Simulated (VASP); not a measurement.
# Ru (P6_3/mmc) in VASP: a series of runs, part 2 of 2

VASP 6.6.1. The steps go on from the part before.

## (4) Single point, PBE (strain -0.025 along x and y, +0.050 along z)

The input, INCAR:

```
SYSTEM = Ru
  PREC = Accurate
  ENCUT = 520
  EDIFF = 1E-7
  ISMEAR = 0
  SIGMA = 0.15
  LREAL = .False.
  LASPH = .True.
  NELM = 100
  ALGO = Fast
  ISIF = 2
  LWAVE = .False.
  LCHARG = .True.
  GGA = PE
  LELF = .True.
  LVHAR = .True.
  NBANDS = 21
```

The input, KPOINTS:

```
Automatic mesh
0
Gamma
  24 24 14
  0 0 0
```

The input, POSCAR:

```
Ru
1.0
    2.6520244636      0.0000000000      0.0000000000
   -1.3260122318      2.2967205569      0.0000000000
    0.0000000000      0.0000000000      4.5116079713
Ru
2
Direct
    0.3333333333      0.6666666667      0.2500000000
    0.6666666667      0.3333333333      0.7500000000
```

Potentials or basis: VASP PAW PBE potentials, release 64 (Ru_pv).

Started as:

```console
cat potpaw_PBE.64/Ru_pv/POTCAR > POTCAR
mpirun -np 1 vasp_std > vasp.out
```

OUTCAR:

```text
SYSTEM = Ru
   PREC = Accurate
   ENCUT = 520
   EDIFF = 1E-7
   ISMEAR = 0
   LREAL = .False.
   LASPH = .True.
   NELM = 100
   ISIF = 2
   GGA = PE

 ion  position               nearest neighbor table
   1  0.333  0.667  0.250-   2 2.73   2 2.73   2 2.73   2 2.73   2 2.73   2 2.73
   2  0.667  0.333  0.750-   1 2.73   1 2.73   1 2.73   1 2.73   1 2.73   1 2.73

  LATTYP: Found a hexagonal cell.
 ALAT       =     2.6520244636
 C/A-ratio  =     1.7011939495

  Lattice vectors:

 A1 = (   2.6520244636,   0.0000000000,   0.0000000000)
 A2 = (  -1.3260122318,   2.2967205569,   0.0000000000)
 A3 = (   0.0000000000,   0.0000000000,   4.5116079713)

Analysis of symmetry for initial positions (statically):
=====================================================================
 Subroutine PRICEL returns:
 Original cell was already a primitive cell.

 Routine SETGRP: Setting up the symmetry group for a
 hexagonal supercell.

 Subroutine GETGRP returns: Found 24 space group operations
 (whereof 12 operations were pure point group operations)
 out of a pool of 24 trial point group operations.

The static configuration has the point symmetry D_3d.
 The point group associated with its full space group is D_6h.

Analysis of symmetry for dynamics (positions and initial velocities):
=====================================================================
 Subroutine PRICEL returns:
 Original cell was already a primitive cell.

 Routine SETGRP: Setting up the symmetry group for a
 hexagonal supercell.

 Subroutine GETGRP returns: Found 24 space group operations
 (whereof 12 operations were pure point group operations)
 out of a pool of 24 trial point group operations.

The dynamic configuration has the point symmetry D_3d.
 The point group associated with its full space group is D_6h.

 Subroutine INISYM returns: Found 24 space group operations
 (whereof 12 operations are pure point group operations),
 and found     1 'primitive' translations

----------------------------------------------------------------------------------------

                                     Primitive cell

  volume of cell :      27.4800

  direct lattice vectors                    reciprocal lattice vectors
     2.652024464  0.000000000  0.000000000     0.377070428  0.217701713  0.000000000
    -1.326012232  2.296720557  0.000000000     0.000000000  0.435403426  0.000000000
     0.000000000  0.000000000  4.511607971     0.000000000  0.000000000  0.221650464

  length of vectors
     2.652024464  2.652024464  4.511607971     0.435403426  0.435403426  0.221650464

  position of ions in fractional coordinates (direct lattice)
     0.333333333  0.666666667  0.250000000
     0.666666667  0.333333333  0.750000000

  ion indices of the primitive-cell ions
   primitive index   ion index
                 1           1
                 2           2

----------------------------------------------------------------------------------------

 KPOINTS: Automatic mesh

Automatic generation of k-mesh.
 Grid dimensions read from file:
 generate k-points for:   24   24   14

 Generating k-lattice:

  Cartesian coordinates                     Fractional coordinates (reciprocal lattice)
     0.015711268  0.009070905  0.000000000     0.041666667 -0.000000000  0.000000000
     0.000000000  0.018141809  0.000000000     0.000000000  0.041666667  0.000000000
     0.000000000  0.000000000  0.015832176     0.000000000  0.000000000  0.071428571

  Length of vectors
     0.018141809  0.018141809  0.015832176

  Shift w.r.t. Gamma in fractional coordinates (k-lattice)
     0.000000000  0.000000000  0.000000000

 Subroutine IBZKPT returns following result:
 ===========================================

 Found    488 irreducible k-points:

 Following reciprocal coordinates:
            Coordinates               Weight
  0.000000  0.000000  0.000000      1.000000
  0.041667 -0.000000  0.000000      6.000000
  0.083333 -0.000000  0.000000      6.000000
  0.125000  0.000000  0.000000      6.000000
  0.166667  0.000000  0.000000      6.000000
  0.208333  0.000000  0.000000      6.000000
[... 16 lines left out ...]
  0.416667  0.041667  0.000000     12.000000
  0.458333  0.041667  0.000000     12.000000
 [... further k-points ...]
   k-points           NKPTS =    488   k-points in BZ     NKDIM =    488   number of bands    NBANDS=     21
   number of dos      NEDOS =    301   number of ions     NIONS =      2
   total plane-waves  NPLWV =  14400
   dimension x,y,z NGX =    20 NGY =   20 NGZ =   36
   dimension x,y,z NGXF=    40 NGYF=   40 NGZF=   72
   ions per type =               2
   NGX,Y,Z   is equivalent  to a cutoff of  12.54, 12.54, 13.27 a.u.
   NGXF,Y,Z  is equivalent  to a cutoff of  25.07, 25.07, 26.53 a.u.
 SYSTEM =  Ru
   PREC   = accura    normal or accurate (medium, high low for compatibility)
   ISTART =      0    job   : 0-new  1-cont  2-samecut
   ICHARG =      2    charge: 1-file 2-atom 10-const
   ISPIN  =      1    spin polarized calculation?
   LNONCOLLINEAR =      F non collinear calculations
   LSORBIT =      F    spin-orbit coupling
   LASPH  =      T    aspherical Exc in radial PAW
   ENCUT  =  520.0 eV  38.22 Ry    6.18 a.u.   4.93  4.93  8.39*2*pi/ulx,y,z
   NELM   =    100;   NELMIN=  2; NELMDL= -5     # of ELM steps
   EDIFF  = 0.1E-06   stopping-criterion for ELM
   LREAL  =      F    real-space projection
   EDIFFG = 0.1E-05   stopping-criterion for IOM
   NSW    =      0    number of steps for IOM
   IBRION =     -1    ionic relax: 0-MD 1-quasi-New 2-CG
   NFREE  =      0    steps in history (QN), initial steepest desc. (CG)
   ISIF   =      2    stress and relaxation
   ISYM   =      2    0-nonsym 1-usesym 2-fastsym
   POTIM  = 0.5000    time-step for ionic-motion
   TEBEG  =    0.0;   TEEND  =   0.0 temperature during run
   PSTRESS=    0.0 pullay stress
   NELECT =      28.0000    total number of electrons
   NUPDOWN=      -1.0000    fix difference up-down
   EMIN   =  10.00;   EMAX   =-10.00  energy-range for DOS
   EFERMI =   0.00;   METHOD = LEGACY
   ISMEAR =     0;   SIGMA  =   0.15  broadening in eV -4-tet -1-fermi 0-gaus
   EFERMI_NEDOS =   21; number of points for ismear=-14 and -15
   IALGO  =     68    algorithm
   IMIX   =      4    mixing-type and parameters
     AMIX     =   0.40;   BMIX     =  1.00
     AMIX_MAG =   1.60;   BMIX_MAG =  1.00
  volume/ion in A,a.u.               =      13.74        92.72
  Fermi-wavevector in a.u.,A,eV,Ry     =   1.647360  3.113059 36.923419  2.713795
  Thomas-Fermi vector in A             =   2.736832
   LORBIT       =      0    0 simple, 1 ext, 2 COOP (PROOUT), +10 PAW based schemes
   GGA     = PE    functional components
   LHFCALC =     F    Hartree Fock is set to
   AEXX    =    0.0000 exact exchange contribution
   IVDW    =     0    specifies the selected vdW correction
   LEPSILON=     F    determine dielectric tensor
   LRPA    =     F    only Hartree local field effects (RPA)
 non-spin polarized calculation
 RMM-DIIS sequential band-by-band and
 Gauss-broadening in eV      SIGMA  =   0.15
  energy-cutoff  :      520.00
  volume of cell :       27.48
 maximum number of plane-waves:       768
 NGX is ok and might be reduce to    20
   NGX =  9   NGY =  9   NGZ = 17

 number of electron      27.9999995 magnetization

 Free energy of the ion-electron system (eV)
  ---------------------------------------------------
  ext. energy  EPLUGINS =         0.00000000
  ---------------------------------------------------
  free energy    TOTEN  =       -18.33028976 eV

  energy without entropy =      -18.31225875  energy(sigma->0) =      -18.32127426

 E-fermi :  12.6353     XC(G=0): -14.0440

 val. band max:       12.6343455867   @ k =   0.1667   0.1250   0.2143
 cond. band min:      12.6360822481   @ k =   0.1667   0.0833   0.3571
 fundamental gap:      0.0017366614
 Fermi energy:        12.6352539878

 k-point     1 :       0.0000    0.0000    0.0000
  band No.  band energies     occupation
      1     -30.8726      2.00000
      2     -29.9794      2.00000
      3     -29.9794      2.00000
      4     -29.9465      2.00000
      5     -29.8698      2.00000
      6     -29.8698      2.00000
[... 13 lines left out ...]
     20      23.0795      0.00000
     21      23.0815      0.00000
[... 529 lines left out ...]
 k-point    24 :       0.4583    0.0417    0.0000
  band No.  band energies     occupation
      1     -30.8714      2.00000
      2     -30.7356      2.00000
      3     -30.4342      2.00000
      4     -30.2382      2.00000
      5     -30.1361      2.00000
      6     -30.0498      2.00000
[... 13 lines left out ...]
     20      23.7167      0.00000
     21      26.2152      0.00000

 [... further k-points ...]

------------------------ aborting loop because EDIFF is reached ----------------------------------------

  FORCE on cell =-STRESS in cart. coord.  units (eV):
  Direction    XX          YY          ZZ          XY          YZ          ZX
  --------------------------------------------------------------------------------------
  -------------------------------------------------------------------------------------
  Total        2.2423382      2.2423382     -3.6042547     -0.0000000     -0.0000000      0.0000000
  in kB      130.7358385    130.7358385   -210.1401391     -0.0000000     -0.0000000      0.0000000
  external PRESSURE =      17.1105127 kB  Pullay stress =       0.0000000 kB

 VOLUME and BASIS-vectors are now :
 -----------------------------------------------------------------------------
  energy-cutoff  :      520.00
  volume of cell :       27.48
      direct lattice vectors                 reciprocal lattice vectors
     2.652024464  0.000000000  0.000000000     0.377070428  0.217701713  0.000000000
    -1.326012232  2.296720557  0.000000000     0.000000000  0.435403426  0.000000000
     0.000000000  0.000000000  4.511607971     0.000000000  0.000000000  0.221650464

 POSITION                                       TOTAL-FORCE (eV/Angst)
 -----------------------------------------------------------------------------------
     -0.00000      1.53115      1.12790         0.000000     -0.000000      0.000000
      1.32601      0.76557      3.38371        -0.000000      0.000000      0.000000
 -----------------------------------------------------------------------------------
    total drift:                                0.000000     -0.000000      0.000000

  FREE ENERGIE OF THE ION-ELECTRON SYSTEM (eV)
  ---------------------------------------------------
  free  energy   TOTEN  =       -18.3302897590 eV

  energy  without entropy=      -18.3122587538  energy(sigma->0) =      -18.32127426
```

stdout:

```text
POSCAR found type information on POSCAR Ru
 POSCAR found :  1 types and       2 ions
 scaLAPACK will be used
 LDA part: xc-table for (Slater+PW92), standard interpolation
 POSCAR, INCAR and KPOINTS ok, starting setup
 FFT: planning ... GRIDC
 FFT: planning ... GRID_SOFT
 FFT: planning ... GRID
 WAVECAR not read
 entering main loop
WARNING in EDDRMM: call to ZHEGV failed, returncode =   8  4     21
WARNING in EDDRMM: call to ZHEGV failed, returncode =   8  4     19
```

It took 1.7 min on 1 thread of Intel Xeon 6975P-C (Granite Rapids), shared host; peak memory 0.32 GiB.

What came out:

| Quantity | Value |
| --- | --- |
| Free energy | -18.3303 eV |
| Pressure | 1.7 GPa |
| Band gap on the k mesh | zero (bands 14 and 15 overlap by 3.01 eV) |

Levels at points of the mesh, in eV from the Fermi level:
| k point | band 10 | band 11 | band 12 | band 13 | band 14 | band 15 | band 16 | band 17 | band 18 | band 19 |
| --- | --- | --- | --- | --- | --- | --- | --- | --- | --- | --- |
| (0.00, 0.00, 0.00) | -2.50 | -2.50 | -1.99 | -1.99 | -0.83 | -0.83 | 0.49 | 1.18 | 1.18 | 9.15 |
| (0.50, 0.00, 0.00) | -2.48 | -2.45 | -1.83 | -1.52 | 1.57 | 1.83 | 2.10 | 4.14 | 6.22 | 10.44 |
| (0.00, 0.00, 0.50) | -3.06 | -2.52 | -2.52 | -2.52 | -2.52 | 0.53 | 0.53 | 0.53 | 0.53 | 10.44 |
| (0.50, 0.00, 0.50) | -4.71 | -0.79 | -0.79 | 0.45 | 0.45 | 1.99 | 1.99 | 3.38 | 3.38 | 10.43 |

Caveat: the cell differs from its parent crystal (strain -0.025 along x and y, +0.050 along z).

## (5) Single point, PBE (strain +0.025 along x and y, -0.050 along z)

The input, INCAR:

```
SYSTEM = Ru
PREC = Accurate
ENCUT = 520
EDIFF = 1E-6
ISMEAR = 0
SIGMA = 0.15
LREAL = .False.
LASPH = .True.
NELM = 80
ALGO = Fast
ISIF = 2
LWAVE = .False.
LCHARG = .False.
GGA = PE
NBANDS = 21
```

KPOINTS is that of step 4.

The input, POSCAR:

```
Ru
1.0
    2.7880257181      0.0000000000      0.0000000000
   -1.3940128590      2.4145010983      0.0000000000
    0.0000000000      0.0000000000      4.0819310217
Ru
2
Direct
    0.3333333333      0.6666666667      0.2500000000
    0.6666666667      0.3333333333      0.7500000000
```

Started as:

```console
cat potpaw_PBE.64/Ru_pv/POTCAR > POTCAR
mpirun -np 1 vasp_std > vasp.out
```

Wall time 85 s (1 thread of Intel Xeon 6975P-C (Granite Rapids), shared host); peak memory 0.32 GiB.

The run converged. Its results:

* Free energy: -18.3392 eV
* Pressure: 3.6 GPa
* Band gap on the k mesh: zero (bands 14 and 15 overlap by 2.96 eV)

Stress tensor (GPa, compression positive):
```
-6.92  0.00  0.00
 0.00 -6.92  0.00
 0.00  0.00 24.57
```

Levels at points of the mesh, in eV from the Fermi level:
```tsv
k point	band 11	band 12	band 13	band 14	band 15	band 16	band 17	band 18
(0.00, 0.00, 0.00)	-1.98	-1.98	-1.82	-1.82	-1.69	1.13	1.13	2.19
(0.50, 0.00, 0.00)	-2.06	-1.62	-1.09	0.89	1.49	2.17	3.74	5.71
(0.00, 0.00, 0.50)	-3.07	-3.07	-2.28	-2.28	0.61	0.61	0.61	0.61
(0.50, 0.00, 0.50)	-1.37	-1.37	0.35	0.35	1.28	1.28	3.21	3.21
```

Caveat: the cell differs from its parent crystal (strain +0.025 along x and y, -0.050 along z); the cell stands under pressure.

## (6) Single point, PBE (strain -0.050 along x and y, -0.050 along z)

The input, INCAR:

```
SYSTEM = Ru
PREC = Accurate
ENCUT = 520
EDIFF = 1E-7
ISMEAR = 0
SIGMA = 0.15
LREAL = .FALSE.
LASPH = .TRUE.
NELM = 60
ALGO = Fast
ISIF = 2
LWAVE = .FALSE.
LCHARG = .FALSE.
GGA = PE
NBANDS = 21
```

The input, KPOINTS:

```
regular mesh
0
G
  24 24 14
  0 0 0
```

The input, POSCAR:

```
Ru
1.0
    2.5840238363      0.0000000000      0.0000000000
   -1.2920119181      2.2378302863      0.0000000000
    0.0000000000      0.0000000000      4.0819310217
Ru
2
Direct
    0.3333333333      0.6666666667      0.2500000000
    0.6666666667      0.3333333333      0.7500000000
```

Potentials or basis: VASP PAW PBE potentials, release 64 (Ru_pv).

Started as:

```console
cat potpaw_PBE.64/Ru_pv/POTCAR > POTCAR
mpirun -np 1 vasp_std > vasp.out
```

It took 5.4 min on 1 thread of AMD EPYC 7R43 (Zen 3), shared host; peak memory 0.25 GiB.

Results (log left out):

| Quantity | Value |
| --- | --- |
| Free energy | -17.7365 eV |
| Pressure | 69.8 GPa |
| Band gap on the k mesh | zero (bands 14 and 15 overlap by 3.96 eV) |

Stress tensor (GPa, compression positive):
```
68.61  0.00  0.00
 0.00 68.61  0.00
 0.00  0.00 72.14
```

Levels at points of the mesh, in eV from the Fermi level:
```tsv
k point	band 10	band 11	band 12	band 13	band 14	band 15	band 16	band 17	band 18	band 19
(0.00, 0.00, 0.00)	-3.24	-2.98	-2.38	-2.38	-1.75	-1.75	1.43	1.43	1.54	10.26
(0.50, 0.00, 0.00)	-3.75	-2.48	-2.02	-1.82	1.77	2.30	2.42	4.91	7.24	10.26
(0.00, 0.00, 0.50)	-3.44	-3.44	-3.44	-3.15	-3.15	0.68	0.68	0.68	0.68	10.26
(0.50, 0.00, 0.50)	-5.57	-1.34	-1.34	0.56	0.56	2.09	2.09	4.02	4.02	10.26
```

Caveat: the cell differs from its parent crystal (strain -0.050 along x and y, -0.050 along z); the cell stands under pressure.

## (7) Overview

```csv
cell,further INCAR settings,gap on the mesh (eV),pressure (GPa)
"a = 2.720, b = 2.720, c = 4.189 Å, angles 90.0, 90.0, 120.0°, 2 atoms",ALGO = Fast; EDIFF = 1e-06; NBANDS = 21,none,9.0
"a = 2.652, b = 2.652, c = 4.404 Å, angles 90.0, 90.0, 120.0°, 2 atoms",ALGO = Fast; EDIFF = 1e-07; NBANDS = 21,none,8.9
"a = 2.652, b = 2.652, c = 4.512 Å, angles 90.0, 90.0, 120.0°, 2 atoms",ALGO = Fast; EDIFF = 1e-07; NBANDS = 21,none,1.7
"a = 2.788, b = 2.788, c = 4.082 Å, angles 90.0, 90.0, 120.0°, 2 atoms",ALGO = Fast; EDIFF = 1e-06; NBANDS = 21,none,3.6
"a = 2.584, b = 2.584, c = 4.082 Å, angles 90.0, 90.0, 120.0°, 2 atoms",ALGO = Fast; EDIFF = 1e-07; NBANDS = 21,none,69.8
```

Alike in all rows: task single point; level PBE; potentials or basis VASP PAW PBE potentials, release 64 (Ru_pv); no spin polarisation; k mesh 24 × 24 × 14; cutoff (eV) 520; smearing gaussian 0.15 eV.

Caveats: the cell stands under pressure (at least some runs).

Total energies depend on the potentials used, so only differences within one code and one set of settings carry meaning.
